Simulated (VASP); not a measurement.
# Rh (Cmcm) in VASP: a series of runs, part 2 of 2

VASP 6.6.1. Earlier steps stand in the parts before.

## (3) Single point, PBEsol

INCAR reads:

```
SYSTEM = Rh
  PREC = Accurate
  ENCUT = 520
  EDIFF = 1E-6
  ISMEAR = 0
  SIGMA = 0.15
  LREAL = .FALSE.
  LASPH = .TRUE.
  NELM = 100
  ALGO = Fast
  ISIF = 2
  LWAVE = .FALSE.
  LCHARG = .TRUE.
  GGA = PS
  LELF = .TRUE.
  LVHAR = .TRUE.
  NBANDS = 38
```

KPOINTS reads:

```
Automatic mesh
0
G
  18 18 6
  0 0 0
```

POSCAR reads:

```
Rh
1.0
    2.9207804130      0.0000000000      0.0000000000
   -1.4603902065      2.0197064603      0.0000000000
    0.0000000000      0.0000000000      9.0478106183
Rh
4
Direct
    0.0000000000      0.0000000000      0.0000000000
    0.3333333333      0.6666666667      0.2500000000
    0.0000000000      0.0000000000      0.5000000000
    0.6666666667      0.3333333333      0.7500000000
```

Potentials or basis: VASP PAW PBE potentials, release 64 (Rh_pv).

Run with:

```sh
$ cat potpaw_PBE.64/Rh_pv/POTCAR > POTCAR
$ mpirun -np 1 vasp_std > vasp.out
```

OUTCAR:

```text
SYSTEM = Rh
   PREC = Accurate
   ENCUT = 520
   EDIFF = 1E-6
   ISMEAR = 0
   LREAL = .FALSE.
   LASPH = .TRUE.
   NELM = 100
   ISIF = 2
   GGA = PS

 ion  position               nearest neighbor table
   1  0.000  0.000  0.000-   2 2.63   4 2.63   4 2.78   2 2.78   4 2.78   2 2.78
   2  0.333  0.667  0.250-   1 2.63   3 2.63   1 2.78   3 2.78   1 2.78   3 2.78
   3  0.000  0.000  0.500-   2 2.63   4 2.63   4 2.78   2 2.78   4 2.78   2 2.78
   4  0.667  0.333  0.750-   1 2.63   3 2.63   1 2.78   3 2.78   1 2.78   3 2.78

  Warning from LATTYP: Monoclinic adjustment (A1->A3, A2->A1, A3->A2)!
  LATTYP: Found a base centered orthorhombic cell.
 ALAT       =     2.9207804130
 B/A-ratio  =     1.3829909645
 C/A-ratio  =     3.0977373643

  Lattice vectors:

 A1 = (   1.4603902065,  -2.0197064603,   0.0000000000)
 A2 = (   1.4603902065,   2.0197064603,   0.0000000000)
 A3 = (   0.0000000000,   0.0000000000,   9.0478106183)

Analysis of symmetry for initial positions (statically):
=====================================================================
 Subroutine PRICEL returns:
 Original cell was already a primitive cell.

 Routine SETGRP: Setting up the symmetry group for a
[... 177 lines left out ...]

 val. band max:       12.2584326994   @ k =   0.3333   0.1111   0.0000
 cond. band min:      12.2622526979   @ k =   0.4444   0.1667   0.0000
 fundamental gap:      0.0038199985
 Fermi energy:        12.2602004077

 k-point     1 :       0.0000    0.0000    0.0000
  band No.  band energies     occupation
      1     -34.7718      2.00000
      2     -34.4404      2.00000
      3     -34.4069      2.00000
      4     -34.0568      2.00000
      5     -34.0176      2.00000
      6     -33.9947      2.00000
[... 973 lines left out ...]
     37      20.1448      0.00000
     38      25.3114      0.00000

 [... further k-points ...]

------------------------ aborting loop because EDIFF is reached ----------------------------------------

  FORCE on cell =-STRESS in cart. coord.  units (eV):
  Direction    XX          YY          ZZ          XY          YZ          ZX
  --------------------------------------------------------------------------------------
  -------------------------------------------------------------------------------------
  Total        0.7044168     18.6886843     -3.7330176      0.0000000      0.0000000      0.0000000
  in kB       21.1450952    560.9945559   -112.0572495      0.0000000      0.0000000      0.0000000
  external PRESSURE =     156.6941339 kB  Pullay stress =       0.0000000 kB

 VOLUME and BASIS-vectors are now :
 -----------------------------------------------------------------------------
  energy-cutoff  :      520.00
  volume of cell :       53.37
      direct lattice vectors                 reciprocal lattice vectors
     2.920780413  0.000000000  0.000000000     0.342374249  0.247560727  0.000000000
    -1.460390207  2.019706460  0.000000000     0.000000000  0.495121454  0.000000000
     0.000000000  0.000000000  9.047810618     0.000000000  0.000000000  0.110523976

 POSITION                                       TOTAL-FORCE (eV/Angst)
 -----------------------------------------------------------------------------------
      0.00000      0.00000      0.00000         0.000000      0.000000      0.000000
     -0.00000      1.34647      2.26195        -0.000000      0.504786     -0.000000
      0.00000      0.00000      4.52391         0.000000      0.000000      0.000000
      1.46039      0.67324      6.78586         0.000000     -0.504786      0.000000
 -----------------------------------------------------------------------------------
    total drift:                               -0.000000      0.000000      0.000000

  FREE ENERGIE OF THE ION-ELECTRON SYSTEM (eV)
  ---------------------------------------------------
  free  energy   TOTEN  =       -30.9946793357 eV

  energy  without entropy=      -30.9226303193  energy(sigma->0) =      -30.95865483
```

stdout:

```text
POSCAR found type information on POSCAR Rh
 POSCAR found :  1 types and       4 ions
 scaLAPACK will be used
 -----------------------------------------------------------------------------
|                                                                             |
|                                                                             |
|     You enforced a specific xc type in the INCAR file but a different       |
|     I HOPE YOU KNOW WHAT YOU ARE DOING!                                     |
|                                                                             |
 -----------------------------------------------------------------------------

 LDA part: xc-table for (Slater+PW92), standard interpolation
 POSCAR, INCAR and KPOINTS ok, starting setup
 FFT: planning ... GRIDC
 FFT: planning ... GRID_SOFT
 FFT: planning ... GRID
 WAVECAR not read
 entering main loop
WARNING in EDDRMM: call to ZHEGV failed, returncode =   8  4     38
```

Run time: 4.4 min. Hardware: 1 thread of Intel Xeon 6975P-C (Granite Rapids), shared host; peak memory 0.57 GiB.

What came out:

```
Free energy            : -30.9947 eV
Pressure               : 15.7 GPa
Largest force          : 0.505 eV/Å
Band gap on the k mesh : zero (bands 30 and 31 overlap by 3.23 eV)
```

Forces on the atoms (eV/Å):
```
Rh   0.000  0.000  0.000
Rh   0.000  0.505  0.000
Rh   0.000  0.000  0.000
Rh   0.000 -0.505  0.000
```

Levels at points of the mesh, in eV from the Fermi level:
| k point | band 26 | band 27 | band 28 | band 29 | band 30 | band 31 | band 32 | band 33 | band 34 | band 35 |
| --- | --- | --- | --- | --- | --- | --- | --- | --- | --- | --- |
| (0.00, 0.00, 0.00) | -1.14 | -0.75 | -0.73 | -0.71 | -0.47 | -0.43 | -0.30 | 0.08 | 0.26 | 0.29 |
| (0.50, 0.00, 0.00) | -0.16 | 0.04 | 0.13 | 0.19 | 0.85 | 0.89 | 1.06 | 1.41 | 1.77 | 4.31 |
| (0.00, 0.50, 0.00) | 0.10 | 0.56 | 0.85 | 1.84 | 1.92 | 1.94 | 2.03 | 3.22 | 4.29 | 6.29 |
| (0.00, 0.00, 0.50) | -1.24 | -1.15 | -1.15 | -0.92 | -0.92 | -0.18 | -0.18 | -0.02 | -0.02 | 0.52 |
| (0.50, 0.00, 0.50) | -1.12 | 0.15 | 0.15 | 0.19 | 0.19 | 0.47 | 0.47 | 2.93 | 2.93 | 4.09 |
| (0.00, 0.50, 0.50) | -0.69 | -0.55 | -0.55 | 1.86 | 1.86 | 2.00 | 2.00 | 4.49 | 4.49 | 6.24 |

Caveat: the cell differs from its parent crystal (strain +e along x and -e along y +0.1100, strain +e along z and -e/2 along x and y +0.0367); the stress differs along the axes, from -11 to 56 GPa; the PAW data sets were made with another functional, which shifts forces and pressure a little.

## (4) Single point, PBEsol

INCAR reads:

```
ALGO = Fast ; EDIFF = 1E-6
ENCUT = 520 ; GGA = PS
ISIF = 2 ; ISMEAR = 0
LASPH = T ; LCHARG = F
LREAL = F ; LWAVE = F
NBANDS = 38 ; NELM = 60
PREC = Accurate ; SIGMA = 0.15
```

KPOINTS reads:

```
k-points
0
Gamma
  18 18 6
```

POSCAR reads:

```
Rh
1.0
    2.6266020533      0.0000000000      0.0000000000
   -1.3133010266      2.6143920142      0.0000000000
    0.0000000000      0.0000000000      7.7674847597
Rh
4
Direct
    0.0000000000      0.0000000000      0.0000000000
    0.3333333333      0.6666666667      0.2500000000
    0.0000000000      0.0000000000      0.5000000000
    0.6666666667      0.3333333333      0.7500000000
```

Run with:

```sh
$ cat potpaw_PBE.64/Rh_pv/POTCAR > POTCAR
$ mpirun -np 1 vasp_std > vasp.out
```

Run time: 4.8 min. Hardware: 1 thread of Intel Xeon 6975P-C (Granite Rapids), shared host; peak memory 0.56 GiB.

Results (log left out):

```yaml
Free_energy: -31.1527 eV
Pressure: 17.2 GPa
Largest_force: 0.691 eV/Å
Band_gap_on_the_k_mesh: zero (bands 30 and 31 overlap by 2.33 eV)
```

Forces in eV/Å, atoms in the order of the input:
```
Rh   0.000  0.000  0.000
Rh   0.000 -0.691  0.000
Rh   0.000  0.000  0.000
Rh   0.000  0.691  0.000
```

Stress tensor (GPa, compression positive):
```
16.50  0.00  0.00
 0.00 -9.37  0.00
 0.00  0.00 44.51
```

Levels at points of the mesh, in eV from the Fermi level:
| k point | band 28 | band 29 | band 30 | band 31 | band 32 | band 33 |
| --- | --- | --- | --- | --- | --- | --- |
| (0.00, 0.00, 0.00) | -1.84 | -1.76 | -1.29 | -1.22 | -0.12 | 0.38 |
| (0.50, 0.00, 0.00) | -0.04 | 0.30 | 1.12 | 1.24 | 1.37 | 1.44 |
| (0.00, 0.50, 0.00) | 0.03 | 0.23 | 0.45 | 0.46 | 0.56 | 1.53 |
| (0.00, 0.00, 0.50) | -1.39 | -0.62 | -0.62 | -0.04 | -0.04 | 0.36 |
| (0.50, 0.00, 0.50) | -0.23 | 0.01 | 0.01 | 0.55 | 0.55 | 3.13 |
| (0.00, 0.50, 0.50) | -0.25 | -0.01 | -0.01 | 0.77 | 0.77 | 1.86 |

Caveat: the cell differs from its parent crystal (strain +e along x and -e along y -0.0733, strain +e along z and -e/2 along x and y -0.1100); the stress differs along the axes, from -9 to 45 GPa; the PAW data sets were made with another functional, which shifts forces and pressure a little.

## (5) Single point, PBEsol

This run uses another cell than the first one, of the same volume but with other edges.

INCAR reads:

```
PREC = Accurate
ENCUT = 520
EDIFF = 1E-7
ISMEAR = 0
SIGMA = 0.15
LREAL = F
LASPH = T
NELM = 60
ALGO = Fast
ISIF = 2
LWAVE = F
LCHARG = F
GGA = PS
NBANDS = 38
```

KPOINTS reads:

```
Automatic mesh
0
Gamma
  18 18 6
```

POSCAR, as its differences from that of step 4:

```diff
@@ -2,4 +2,4 @@
 1.0
-    2.6266020533      0.0000000000      0.0000000000
-   -1.3133010266      2.6143920142      0.0000000000
+    2.5284088218      0.0000000000      0.0000000000
+   -1.2642044109      2.6994298471      0.0000000000
     0.0000000000      0.0000000000      7.7674847597
```

Run with:

```sh
$ cat potpaw_PBE.64/Rh_pv/POTCAR > POTCAR
$ mpirun -np 1 vasp_std > vasp.out
```

Wall time 7.4 min (1 thread of Intel Xeon 6975P-C (Granite Rapids), shared host); peak memory 0.55 GiB.

The run converged. Its results:

```yaml
Free_energy: -30.7207 eV
Pressure: 23.7 GPa
Largest_force: 1.009 eV/Å
Band_gap_on_the_k_mesh: zero (bands 30 and 31 overlap by 2.28 eV)
```

Forces in eV/Å, atoms in the order of the input:
```
Rh   0.000  0.000  0.000
Rh   0.000 -1.009  0.000
Rh   0.000  0.000  0.000
Rh   0.000  1.009  0.000
```

Stress tensor (GPa, compression positive):
```
36.87  0.00  0.00
 0.00 -9.22  0.00
 0.00  0.00 43.36
```

Levels at points of the mesh, in eV from the Fermi level:
| k point | band 26 | band 27 | band 28 | band 29 | band 30 | band 31 | band 32 | band 33 | band 34 | band 35 |
| --- | --- | --- | --- | --- | --- | --- | --- | --- | --- | --- |
| (0.00, 0.00, 0.00) | -2.13 | -1.89 | -1.35 | -1.35 | -0.97 | -0.90 | -0.06 | 0.62 | 0.82 | 1.40 |
| (0.50, 0.00, 0.00) | -0.51 | -0.42 | -0.13 | 0.17 | 1.38 | 1.47 | 1.62 | 1.75 | 3.12 | 5.14 |
| (0.00, 0.50, 0.00) | -0.02 | 0.03 | 0.04 | 0.13 | 0.28 | 0.50 | 0.57 | 1.23 | 1.65 | 2.88 |
| (0.00, 0.00, 0.50) | -1.90 | -1.33 | -1.33 | -0.28 | -0.28 | -0.19 | -0.19 | 0.41 | 0.41 | 0.80 |
| (0.50, 0.00, 0.50) | -1.05 | -0.25 | -0.25 | 0.14 | 0.14 | 0.52 | 0.52 | 3.57 | 3.57 | 5.19 |
| (0.00, 0.50, 0.50) | -1.30 | -0.13 | -0.13 | 0.10 | 0.10 | 0.95 | 0.95 | 1.52 | 1.52 | 2.93 |

Caveat: the cell differs from its parent crystal (strain +e along x and -e along y -0.1100, strain +e along z and -e/2 along x and y -0.1100); the stress differs along the axes, from -9 to 43 GPa; the PAW data sets were made with another functional, which shifts forces and pressure a little.

## (6) Single point, PBEsol

INCAR reads:

```
PREC = Accurate
ENCUT = 520
EDIFF = 1E-6
ISMEAR = 0
SIGMA = 0.15
LREAL = False
LASPH = True
NELM = 100
ALGO = Fast
ISIF = 2
LWAVE = False
LCHARG = False
GGA = PS
NBANDS = 38
```

KPOINTS is that of step 5.

POSCAR reads:

```
Rh
1.0
    2.2831932996      0.0000000000      0.0000000000
   -1.1415966498      2.4870669754      0.0000000000
    0.0000000000      0.0000000000      9.3672375197
Rh
4
Direct
    0.0000000000      0.0000000000      0.0000000000
    0.3333333333      0.6666666667      0.2500000000
    0.0000000000      0.0000000000      0.5000000000
    0.6666666667      0.3333333333      0.7500000000
```

Potentials or basis: VASP PAW PBE potentials, release 64 (Rh_pv).

Run with:

```sh
$ cat potpaw_PBE.64/Rh_pv/POTCAR > POTCAR
$ mpirun -np 1 vasp_std > vasp.out
```

It took 6.1 min on 1 thread of Intel Xeon 6975P-C (Granite Rapids), shared host; peak memory 0.55 GiB.

The run converged. Its results:

- Free energy: -29.7073 eV
- Pressure: 28.1 GPa
- Largest force: 0.380 eV/Å
- Band gap on the k mesh: zero (bands 30 and 31 overlap by 2.49 eV)

Forces in eV/Å, atoms in the order of the input:
```
Rh   0.000  0.000  0.000
Rh   0.000 -0.380  0.000
Rh   0.000  0.000  0.000
Rh   0.000  0.380  0.000
```

Stress tensor (GPa, compression positive):
```
104.18   0.00   0.00
  0.00  -8.39   0.00
  0.00   0.00 -11.63
```

Levels at points of the mesh, in eV from the Fermi level:
| k point | band 28 | band 29 | band 30 | band 31 | band 32 | band 33 |
| --- | --- | --- | --- | --- | --- | --- |
| (0.00, 0.00, 0.00) | -0.73 | -0.69 | -0.67 | -0.42 | -0.05 | -0.01 |
| (0.50, 0.00, 0.00) | 0.15 | 0.90 | 0.95 | 1.58 | 1.89 | 2.69 |
| (0.00, 0.50, 0.00) | 0.72 | 0.91 | 1.12 | 1.15 | 1.21 | 1.29 |
| (0.00, 0.00, 0.50) | -0.83 | -0.79 | -0.79 | -0.32 | -0.32 | 0.15 |
| (0.50, 0.00, 0.50) | -0.42 | 1.00 | 1.00 | 1.17 | 1.17 | 4.19 |
| (0.00, 0.50, 0.50) | 0.82 | 1.17 | 1.17 | 1.29 | 1.29 | 2.09 |

Caveat: the cell differs from its parent crystal (strain +e along x and -e along y -0.1100, strain +e along z and -e/2 along x and y +0.0733); the stress differs along the axes, from -12 to 104 GPa; the PAW data sets were made with another functional, which shifts forces and pressure a little.

## (7) Overview

```tsv
cell	further INCAR settings	gap on the mesh (eV)	pressure (GPa)	largest force (eV/Å)
a = 3.117, b = 2.688, c = 7.767 Å, angles 90.0, 90.0, 125.4°, 4 atoms	ALGO = Fast; EDIFF = 1e-07; NBANDS = 38	none	20.0	1.59
a = 2.921, b = 2.492, c = 9.048 Å, angles 90.0, 90.0, 125.9°, 4 atoms	ALGO = Fast; EDIFF = 1e-06; NBANDS = 38	none	15.7	0.50
a = 2.627, b = 2.926, c = 7.767 Å, angles 90.0, 90.0, 116.7°, 4 atoms	ALGO = Fast; EDIFF = 1e-06; NBANDS = 38	none	17.2	0.69
a = 2.528, b = 2.981, c = 7.767 Å, angles 90.0, 90.0, 115.1°, 4 atoms	ALGO = Fast; EDIFF = 1e-07; NBANDS = 38	none	23.7	1.01
a = 2.283, b = 2.737, c = 9.367 Å, angles 90.0, 90.0, 114.7°, 4 atoms	ALGO = Fast; EDIFF = 1e-06; NBANDS = 38	none	28.1	0.38
```

Alike in all rows: task single point; level PBEsol; potentials or basis VASP PAW PBE potentials, release 64 (Rh_pv); no spin polarisation; k mesh 18 × 18 × 6; cutoff (eV) 520; smearing gaussian 0.15 eV.

Caveats: the PAW data sets were made with another functional, which shifts forces and pressure a little; the stress differs along the axes, from -1 to 45 GPa (at least some runs); the stress differs along the axes, from -11 to 56 GPa (at least some runs); the stress differs along the axes, from -9 to 45 GPa (at least some runs); the stress differs along the axes, from -9 to 43 GPa (at least some runs); the stress differs along the axes, from -12 to 104 GPa (at least some runs).

Absolute energies hang on the potentials; compare differences alone.
